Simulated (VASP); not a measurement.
# LiF (Fm-3m) in VASP: a series of runs

The runs below take LiF through single point, with PBE, LDA, PBEsol, PBEsol+D3(BJ).

All numbers are computed with VASP 6.6.1; they aren't measurements. Logs are shortened: lines on timing, memory, paths and dates and some standing lists are left out, and cuts for length are marked.

### 1 The cell of the first run

The structure is cubic, space group Fm-3m (No. 225). Conventional cell: a = 4.028 Å, b = 4.028 Å, c = 4.028 Å, α = 90.00°, β = 90.00°, γ = 90.00°. Within 2.7 Å of F (site symmetry m-3m) lie 6 Li at 2.01 Å. Within 2.7 Å of Li (site symmetry m-3m) lie 6 F at 2.01 Å.

### 2 Single point, PBE

INCAR reads:

```
PREC = Accurate
ENCUT = 520
EDIFF = 1E-6
ISMEAR = -1
SIGMA = 0.03
LREAL = F
LASPH = T
NELM = 100
ALGO = Normal
ISIF = 2
LWAVE = F
LCHARG = F
GGA = PE
NBANDS = 12
```

KPOINTS reads:

```
regular mesh
0
Gamma
  6 6 6
```

POSCAR reads:

```
LiF
1.0
    0.0000000000      2.0140000000      2.0140000000
    2.0140000000      0.0000000000      2.0140000000
    2.0140000000      2.0140000000      0.0000000000
F Li
1 1
Direct
    0.5000000000      0.5000000000      0.5000000000
    0.0000000000      0.0000000000      0.0000000000
```

Potentials or basis: VASP PAW PBE potentials, release 64 (F, Li_sv).

The run is started by

```sh
$ cat potpaw_PBE.64/F/POTCAR potpaw_PBE.64/Li_sv/POTCAR > POTCAR
$ mpirun -np 1 vasp_std > vasp.out
```

OUTCAR:

```text
PREC = Accurate
   ENCUT = 520
   EDIFF = 1E-6
   ISMEAR = -1
   LREAL = F
   LASPH = T
   NELM = 100
   ISIF = 2
   GGA = PE

 ion  position               nearest neighbor table
   1  0.500  0.500  0.500-   2 2.01   2 2.01   2 2.01   2 2.01   2 2.01   2 2.01
   2  0.000  0.000  0.000-   1 2.01   1 2.01   1 2.01   1 2.01   1 2.01   1 2.01

  LATTYP: Found a face centered cubic cell.
 ALAT       =     4.0280000000

  Lattice vectors:

 A1 = (   0.0000000000,   2.0140000000,   2.0140000000)
 A2 = (   2.0140000000,   0.0000000000,   2.0140000000)
 A3 = (   2.0140000000,   2.0140000000,   0.0000000000)

Analysis of symmetry for initial positions (statically):
=====================================================================
 Subroutine PRICEL returns:
 Original cell was already a primitive cell.

 Routine SETGRP: Setting up the symmetry group for a
 face centered cubic supercell.

 Subroutine GETGRP returns: Found 48 space group operations
 (whereof 48 operations were pure point group operations)
 out of a pool of 48 trial point group operations.

The static configuration has the point symmetry O_h .

Analysis of symmetry for dynamics (positions and initial velocities):
=====================================================================
 Subroutine PRICEL returns:
 Original cell was already a primitive cell.

 Routine SETGRP: Setting up the symmetry group for a
 face centered cubic supercell.

 Subroutine GETGRP returns: Found 48 space group operations
 (whereof 48 operations were pure point group operations)
 out of a pool of 48 trial point group operations.

The dynamic configuration has the point symmetry O_h .

 Subroutine INISYM returns: Found 48 space group operations
 (whereof 48 operations are pure point group operations),
 and found     1 'primitive' translations

----------------------------------------------------------------------------------------

                                     Primitive cell

  volume of cell :      16.3384

  direct lattice vectors                    reciprocal lattice vectors
     0.000000000  2.014000000  2.014000000    -0.248262165  0.248262165  0.248262165
     2.014000000  0.000000000  2.014000000     0.248262165 -0.248262165  0.248262165
     2.014000000  2.014000000  0.000000000     0.248262165  0.248262165 -0.248262165

  length of vectors
     2.848226115  2.848226115  2.848226115     0.430002683  0.430002683  0.430002683

  position of ions in fractional coordinates (direct lattice)
     0.500000000  0.500000000  0.500000000
     0.000000000  0.000000000  0.000000000

  ion indices of the primitive-cell ions
   primitive index   ion index
                 1           1
                 2           2

----------------------------------------------------------------------------------------

 KPOINTS: regular mesh

Automatic generation of k-mesh.
 Grid dimensions read from file:
 generate k-points for:    6    6    6

 Generating k-lattice:

  Cartesian coordinates                     Fractional coordinates (reciprocal lattice)
    -0.041377027  0.041377027  0.041377027     0.166666667  0.000000000  0.000000000
     0.041377027 -0.041377027  0.041377027     0.000000000  0.166666667  0.000000000
     0.041377027  0.041377027 -0.041377027     0.000000000  0.000000000  0.166666667

  Length of vectors
     0.071667114  0.071667114  0.071667114

  Shift w.r.t. Gamma in fractional coordinates (k-lattice)
     0.000000000  0.000000000  0.000000000

 Subroutine IBZKPT returns following result:
 ===========================================

 Found     16 irreducible k-points:

 Following reciprocal coordinates:
            Coordinates               Weight
  0.000000  0.000000  0.000000      1.000000
  0.166667  0.000000  0.000000      8.000000
  0.333333  0.000000  0.000000      8.000000
  0.500000  0.000000  0.000000      4.000000
  0.166667  0.166667  0.000000      6.000000
  0.333333  0.166667  0.000000     24.000000
[... 8 lines left out ...]
 -0.333333  0.333333  0.166667     24.000000
 -0.333333  0.500000  0.166667     12.000000
   k-points           NKPTS =     16   k-points in BZ     NKDIM =     16   number of bands    NBANDS=     12
   number of dos      NEDOS =    301   number of ions     NIONS =      2
   total plane-waves  NPLWV =  13824
   dimension x,y,z NGX =    24 NGY =   24 NGZ =   24
   dimension x,y,z NGXF=    48 NGYF=   48 NGZF=   48
   ions per type =               1   1
   NGX,Y,Z   is equivalent  to a cutoff of  14.01, 14.01, 14.01 a.u.
   NGXF,Y,Z  is equivalent  to a cutoff of  28.02, 28.02, 28.02 a.u.
 SYSTEM =  unknown system
   PREC   = accura    normal or accurate (medium, high low for compatibility)
   ISTART =      0    job   : 0-new  1-cont  2-samecut
   ICHARG =      2    charge: 1-file 2-atom 10-const
   ISPIN  =      1    spin polarized calculation?
   LNONCOLLINEAR =      F non collinear calculations
   LSORBIT =      F    spin-orbit coupling
   LASPH  =      T    aspherical Exc in radial PAW
   ENCUT  =  520.0 eV  38.22 Ry    6.18 a.u.   5.30  5.30  5.30*2*pi/ulx,y,z
   NELM   =    100;   NELMIN=  2; NELMDL= -5     # of ELM steps
   EDIFF  = 0.1E-05   stopping-criterion for ELM
   LREAL  =      F    real-space projection
   EDIFFG = 0.1E-04   stopping-criterion for IOM
   NSW    =      0    number of steps for IOM
   IBRION =     -1    ionic relax: 0-MD 1-quasi-New 2-CG
   NFREE  =      0    steps in history (QN), initial steepest desc. (CG)
   ISIF   =      2    stress and relaxation
   ISYM   =      2    0-nonsym 1-usesym 2-fastsym
   POTIM  = 0.5000    time-step for ionic-motion
   TEBEG  =    0.0;   TEEND  =   0.0 temperature during run
   PSTRESS=    0.0 pullay stress
   NELECT =      10.0000    total number of electrons
   NUPDOWN=      -1.0000    fix difference up-down
   EMIN   =  10.00;   EMAX   =-10.00  energy-range for DOS
   EFERMI =   0.00;   METHOD = LEGACY
   ISMEAR =    -1;   SIGMA  =   0.03  broadening in eV -4-tet -1-fermi 0-gaus
   EFERMI_NEDOS =   21; number of points for ismear=-14 and -15
   IALGO  =     38    algorithm
   IMIX   =      4    mixing-type and parameters
     AMIX     =   0.40;   BMIX     =  1.00
     AMIX_MAG =   1.60;   BMIX_MAG =  1.00
  volume/ion in A,a.u.               =       8.17        55.13
  Fermi-wavevector in a.u.,A,eV,Ry     =   1.389970  2.626662 26.286674  1.932016
  Thomas-Fermi vector in A             =   2.513950
   LORBIT       =      0    0 simple, 1 ext, 2 COOP (PROOUT), +10 PAW based schemes
   GGA     = PE    functional components
   LHFCALC =     F    Hartree Fock is set to
   AEXX    =    0.0000 exact exchange contribution
   IVDW    =     0    specifies the selected vdW correction
   LEPSILON=     F    determine dielectric tensor
   LRPA    =     F    only Hartree local field effects (RPA)
 non-spin polarized calculation
  energy-cutoff  :      520.00
  volume of cell :       16.34
 maximum number of plane-waves:       459
 NGX is ok and might be reduce to    24
   NGX = 11   NGY = 11   NGZ = 11

 number of electron      10.0000000 magnetization

 number of electron       9.9999992 magnetization

 Free energy of the ion-electron system (eV)
  ---------------------------------------------------
  ext. energy  EPLUGINS =         0.00000000
  ---------------------------------------------------
  free energy    TOTEN  =        -9.63755071 eV

  energy without entropy =       -9.63755071  energy(sigma->0) =       -9.63755071

 E-fermi :  -0.3221     XC(G=0):  -9.9825

 val. band max:       -1.0185434002   @ k =   0.0000   0.0000   0.0000
 cond. band min:       8.0685895890   @ k =   0.0000   0.0000   0.0000
 fundamental gap:      9.0871329893
 Fermi energy:        -0.3220900557

 k-point     1 :       0.0000    0.0000    0.0000
  band No.  band energies     occupation
      1     -41.9391      2.00000
      2     -20.9935      2.00000
      3      -1.0185      2.00000
      4      -1.0185      2.00000
      5      -1.0185      2.00000
      6       8.0686      0.00000
      7      22.9474      0.00000
      8      22.9474      0.00000
      9      22.9474      0.00000
     10      23.3054      0.00000
     11      23.3054      0.00000
     12      23.3054      0.00000

 k-point     2 :       0.1667    0.0000    0.0000
  band No.  band energies     occupation
      1     -41.9245      2.00000
      2     -20.8903      2.00000
      3      -1.7416      2.00000
      4      -1.0781      2.00000
      5      -1.0781      2.00000
      6       8.7831      0.00000
      7      18.5204      0.00000
      8      20.6844      0.00000
      9      20.6844      0.00000
     10      25.0011      0.00000
     11      25.2123      0.00000
     12      25.2123      0.00000

 k-point     3 :       0.3333    0.0000    0.0000
  band No.  band energies     occupation
      1     -41.8951      2.00000
      2     -20.6727      2.00000
      3      -2.9798      2.00000
      4      -1.1919      2.00000
      5      -1.1919      2.00000
      6       9.6643      0.00000
      7      16.0583      0.00000
      8      18.6331      0.00000
      9      18.6331      0.00000
     10      27.2397      0.00000
     11      27.9935      0.00000
     12      27.9935      0.00000
[... 166 lines left out ...]
 k-point    15 :      -0.3333    0.3333    0.1667
  band No.  band energies     occupation
      1     -41.8684      2.00000
      2     -20.3807      2.00000
      3      -3.2316      2.00000
      4      -2.6840      2.00000
      5      -1.6449      2.00000
      6      12.5218      0.00000
      7      14.3549      0.00000
      8      17.5329      0.00000
      9      18.2009      0.00000
     10      26.2070      0.00000
     11      27.0163      0.00000
     12      34.3210      0.00000

 k-point    16 :      -0.3333    0.5000    0.1667
  band No.  band energies     occupation
      1     -41.8646      2.00000
      2     -20.3130      2.00000
      3      -3.5746      2.00000
      4      -2.5771      2.00000
      5      -1.8652      2.00000
      6      13.8615      0.00000
      7      14.4130      0.00000
      8      16.4232      0.00000
      9      18.4612      0.00000
     10      22.9355      0.00000
     11      30.5914      0.00000
     12      32.8396      0.00000

------------------------ aborting loop because EDIFF is reached ----------------------------------------

  FORCE on cell =-STRESS in cart. coord.  units (eV):
  Direction    XX          YY          ZZ          XY          YZ          ZX
  --------------------------------------------------------------------------------------
  -------------------------------------------------------------------------------------
  Total        0.1688993      0.1688993      0.1688993      0.0000000      0.0000000     -0.0000000
  in kB       16.5626567     16.5626567     16.5626567      0.0000000      0.0000000     -0.0000000
  external PRESSURE =      16.5626567 kB  Pullay stress =       0.0000000 kB

 VOLUME and BASIS-vectors are now :
 -----------------------------------------------------------------------------
  energy-cutoff  :      520.00
  volume of cell :       16.34
      direct lattice vectors                 reciprocal lattice vectors
     0.000000000  2.014000000  2.014000000    -0.248262165  0.248262165  0.248262165
     2.014000000  0.000000000  2.014000000     0.248262165 -0.248262165  0.248262165
     2.014000000  2.014000000  0.000000000     0.248262165  0.248262165 -0.248262165

 POSITION                                       TOTAL-FORCE (eV/Angst)
 -----------------------------------------------------------------------------------
      2.01400      2.01400      2.01400         0.000000      0.000000     -0.000000
      0.00000      0.00000      0.00000        -0.000000     -0.000000      0.000000
 -----------------------------------------------------------------------------------
    total drift:                               -0.000000     -0.000000      0.000000

  FREE ENERGIE OF THE ION-ELECTRON SYSTEM (eV)
  ---------------------------------------------------
  free  energy   TOTEN  =        -9.6375507120 eV

  energy  without entropy=       -9.6375507120  energy(sigma->0) =       -9.63755071
```

Wall time 4 s (1 thread of Intel Xeon 8259CL, shared host); peak memory 0.12 GiB.

What came out:

```yaml
Free_energy: -9.6376 eV
Band_gap_on_the_k_mesh: 9.09 eV
```

Caveat: the k points lie up to 0.45 Å⁻¹ apart; the cutoff is under 1.25 times the usual one of these potentials, so pressure, stress and relaxed cells hold a basis-set (Pulay) error.

(Continued in part 2 of 2.)
